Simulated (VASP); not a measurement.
# SnO in VASP: single point with PBE+D3(BJ)

Aim: the single point of SnO with PBE+D3(BJ).

All numbers are computed with VASP 6.6.1; they aren't measurements. Logs are shortened: lines on timing, memory, paths and dates and some standing lists are left out, and cuts for length are marked.

## 1. The cell of the first run

The cell holds a slab with vacuum, 8 atoms: a = 3.820 Å, b = 3.820 Å, c = 22.226 Å, α = 90.00°, β = 90.00°, γ = 90.00°.

## 2. Single point, PBE+D3(BJ) (layers slid over each other)

INCAR reads:

```
SYSTEM = SnO
PREC = Accurate
ENCUT = 520
EDIFF = 1E-6
ISMEAR = 0
SIGMA = 0.05
LREAL = .False.
LASPH = .True.
NELM = 100
ALGO = Normal
ISIF = 2
LWAVE = .False.
LCHARG = .False.
LDIPOL = .True.
IDIPOL = 3
DIPOL = 0.5 0.5 0.388
GGA = PE
IVDW = 12
NBANDS = 50
```

KPOINTS reads:

```
Automatic mesh
0
Gamma
  7 7 1
  0 0 0
```

POSCAR reads:

```
SnO
1.0
    3.8201528543      0.0002954551      0.0000000000
   -0.0003145191      3.8201528528      0.0000000000
    0.0000000000      0.0000000000     22.2260743460
Sn O
4 4
Direct
    0.9999452911      0.9999452911      0.2024649036
    0.4999452911      0.4999452911      0.3087831466
    0.9999452911      0.4999452911      0.4662558494
    1.4999452911      0.9999452911      0.5725740924
    0.9999461074      0.4999461074      0.2556240251
    0.4999461074      0.9999461074      0.2556240251
    0.9999444748      0.9999444748      0.5194149709
    1.4999444748      0.4999444748      0.5194149709
```

Potentials or basis: VASP PAW PBE potentials, release 64 (Sn_d, O).

Launch:

```bash
cat potpaw_PBE.64/Sn_d/POTCAR potpaw_PBE.64/O/POTCAR > POTCAR
mpirun -np 1 vasp_std > vasp.out
```

OUTCAR:

```text
SYSTEM = SnO
   PREC = Accurate
   ENCUT = 520
   EDIFF = 1E-6
   ISMEAR = 0
   LREAL = .False.
   LASPH = .True.
   NELM = 100
   ISIF = 2
   GGA = PE
   IVDW = 12
 IVDW          = 12

 ion  position               nearest neighbor table
   1  1.000  1.000  0.202-   6 2.25   5 2.25   6 2.25   5 2.25   2 3.59   2 3.59   2 3.59   2 3.59

   2  0.500  0.500  0.309-   5 2.25   6 2.25   5 2.25   6 2.25   1 3.59   1 3.59   1 3.59   1 3.59

   3  1.000  0.500  0.466-   8 2.25   7 2.25   8 2.25   7 2.25   4 3.59   4 3.59   4 3.59   4 3.59

   4  0.500  1.000  0.573-   7 2.25   8 2.25   7 2.25   8 2.25   3 3.59   3 3.59   3 3.59   3 3.59

   5  1.000  0.500  0.256-   2 2.25   1 2.25   2 2.25   1 2.25
   6  0.500  1.000  0.256-   1 2.25   2 2.25   1 2.25   2 2.25
   7  1.000  1.000  0.519-   4 2.25   3 2.25   4 2.25   3 2.25
   8  0.500  0.500  0.519-   3 2.25   4 2.25   3 2.25   4 2.25

  LATTYP: Found a simple tetragonal cell.
 ALAT       =     3.8201528657
 C/A-ratio  =     5.8181112451

  Lattice vectors:

 A1 = (   3.8201528543,   0.0002954551,   0.0000000000)
 A2 = (  -0.0003145191,   3.8201528528,   0.0000000000)
 A3 = (   0.0000000000,   0.0000000000,  22.2260743460)

Analysis of symmetry for initial positions (statically):
=====================================================================
 Subroutine PRICEL returns:
 Original cell was already a primitive cell.

 Routine SETGRP: Setting up the symmetry group for a
 simple tetragonal supercell.

 Subroutine GETGRP returns: Found  8 space group operations
 (whereof  1 operations were pure point group operations)
 out of a pool of 16 trial point group operations.

The static configuration has the point symmetry C_1 .
 The point group associated with its full space group is D_2h.

Analysis of symmetry for dynamics (positions and initial velocities):
=====================================================================
 Subroutine PRICEL returns:
 Original cell was already a primitive cell.

 Routine SETGRP: Setting up the symmetry group for a
 simple tetragonal supercell.

 Subroutine GETGRP returns: Found  8 space group operations
 (whereof  1 operations were pure point group operations)
 out of a pool of 16 trial point group operations.

The dynamic configuration has the point symmetry C_1 .
 The point group associated with its full space group is D_2h.

 Subroutine INISYM returns: Found  8 space group operations
 (whereof  1 operations are pure point group operations),
[... 111 lines left out ...]
   NUPDOWN=      -1.0000    fix difference up-down
   EMIN   =  10.00;   EMAX   =-10.00  energy-range for DOS
   EFERMI =   0.00;   METHOD = LEGACY
   ISMEAR =     0;   SIGMA  =   0.05  broadening in eV -4-tet -1-fermi 0-gaus
   EFERMI_NEDOS =   21; number of points for ismear=-14 and -15
   IALGO  =     38    algorithm
   IMIX   =      4    mixing-type and parameters
     AMIX     =   0.40;   BMIX     =  1.00
     AMIX_MAG =   1.60;   BMIX_MAG =  1.00
  volume/ion in A,a.u.               =      40.54       273.61
  Fermi-wavevector in a.u.,A,eV,Ry     =   1.026668  1.940121 14.341186  1.054047
  Thomas-Fermi vector in A             =   2.160573
   LORBIT       =      0    0 simple, 1 ext, 2 COOP (PROOUT), +10 PAW based schemes
   GGA     = PE    functional components
   LHFCALC =     F    Hartree Fock is set to
   AEXX    =    0.0000 exact exchange contribution
   IVDW    =    12    specifies the selected vdW correction
   LEPSILON=     F    determine dielectric tensor
   LRPA    =     F    only Hartree local field effects (RPA)
 non-spin polarized calculation
 Gauss-broadening in eV      SIGMA  =   0.05
  energy-cutoff  :      520.00
  volume of cell :      324.36
 maximum number of plane-waves:      8769
   NGX = 15   NGY = 15   NGZ = 83

 dipolmoment           0.000000      0.000000      0.000034 electrons x Angstroem

 number of electron      79.9999971 magnetization

 dipolmoment           0.000000      0.000000     -0.000001 electrons x Angstroem

 Free energy of the ion-electron system (eV)
  ---------------------------------------------------
  ext. energy  EPLUGINS =         0.00000000
  ---------------------------------------------------
  free energy    TOTEN  =       -45.13067226 eV

  energy without entropy =      -45.13067226  energy(sigma->0) =      -45.13067226

 E-fermi :   0.3077     XC(G=0):  -5.2302

 val. band max:        0.0904971035   @ k =   0.0000   0.2857   0.0000
 cond. band min:       1.8861901951   @ k =   0.0000   0.4286   0.0000
 fundamental gap:      1.7956930915
 Fermi energy:         0.3076629990

 k-point     1 :       0.0000    0.0000    0.0000
  band No.  band energies     occupation
      1     -21.0528      2.00000
      2     -21.0527      2.00000
      3     -20.6926      2.00000
      4     -20.6924      2.00000
      5     -20.6572      2.00000
      6     -20.6571      2.00000
[... 837 lines left out ...]
     49       6.4656      0.00000
     50       6.4664      0.00000

------------------------ aborting loop because EDIFF is reached ----------------------------------------

 vacuum level on the upper side and lower side of the slab       (xc-potential included)        -0.145        -0.145

 Edisp (eV)   -1.30634

 E8    (eV) :    -0.5781

  FORCE on cell =-STRESS in cart. coord.  units (eV):
  Direction    XX          YY          ZZ          XY          YZ          ZX
  --------------------------------------------------------------------------------------
  -------------------------------------------------------------------------------------
  Total       0.72780     0.32337     0.22612     0.00003     0.00000     0.00000
  in kB       3.59498     1.59727     1.11694     0.00015     0.00000     0.00000
  external pressure =        2.10 kB  Pullay stress =        0.00 kB

 VOLUME and BASIS-vectors are now :
 -----------------------------------------------------------------------------
  energy-cutoff  :      520.00
  volume of cell :      324.36
      direct lattice vectors                 reciprocal lattice vectors
     3.820152854  0.000295455  0.000000000     0.261769629  0.000021552  0.000000000
    -0.000314519  3.820152853  0.000000000    -0.000020246  0.261769629  0.000000000
     0.000000000  0.000000000 22.226074346     0.000000000  0.000000000  0.044992201

 POSITION                                       TOTAL-FORCE (eV/Angst)
 -----------------------------------------------------------------------------------
      3.81963      3.82024      4.50000         0.000000      0.000000     -0.067312
      1.90971      1.91002      6.86304         0.000000      0.000000      0.009194
      3.81979      1.91016     10.36304         0.000000      0.000000     -0.009194
      1.90955      3.82009     12.72607         0.000000      0.000000      0.067312
      3.81979      1.91017      5.68152         0.000000     -0.000000      0.006587
      1.90956      3.82009      5.68152         0.000000      0.000000      0.017874
      3.81963      3.82024     11.54456         0.000000     -0.000000     -0.017874
      1.90971      1.91001     11.54456        -0.000000      0.000000     -0.006587
 -----------------------------------------------------------------------------------
    total drift:                               -0.000001     -0.000001     -0.000050

  FREE ENERGIE OF THE ION-ELECTRON SYSTEM (eV)
  ---------------------------------------------------
  free  energy   TOTEN  =       -46.4370125816 eV

  energy  without entropy=      -46.4370125816  energy(sigma->0) =      -46.43701258

 vacuum level on the upper side and lower side of the slab         4.813         4.812
```

stdout:

```text
POSCAR found type information on POSCAR SnO
 POSCAR found :  2 types and       8 ions
 scaLAPACK will be used
 LDA part: xc-table for (Slater+PW92), standard interpolation
 POSCAR, INCAR and KPOINTS ok, starting setup
 FFT: planning ... GRIDC
 FFT: planning ... GRID_SOFT
 FFT: planning ... GRID
 WAVECAR not read
 entering main loop
```

It took 3.4 min on 1 thread of Intel Xeon 6975P-C (Granite Rapids), shared host; peak memory 0.44 GiB.

Results:

* Free energy: -46.4370 eV
* Largest force: 0.067 eV/Å
* Band gap on the k mesh: 1.80 eV (least direct gap 1.96 eV)
* Dispersion energy per atom: -0.163 eV

Forces on the atoms (eV/Å):
```
Sn   0.000  0.000 -0.067
Sn   0.000  0.000  0.009
Sn   0.000  0.000 -0.009
Sn   0.000  0.000  0.067
O    0.000  0.000  0.007
O    0.000  0.000  0.018
O    0.000  0.000 -0.018
O    0.000  0.000 -0.007
```

Caveat: the cell differs from its parent crystal (layers slid over each other); spin-orbit coupling is left out, which moves the levels of the heavy elements.
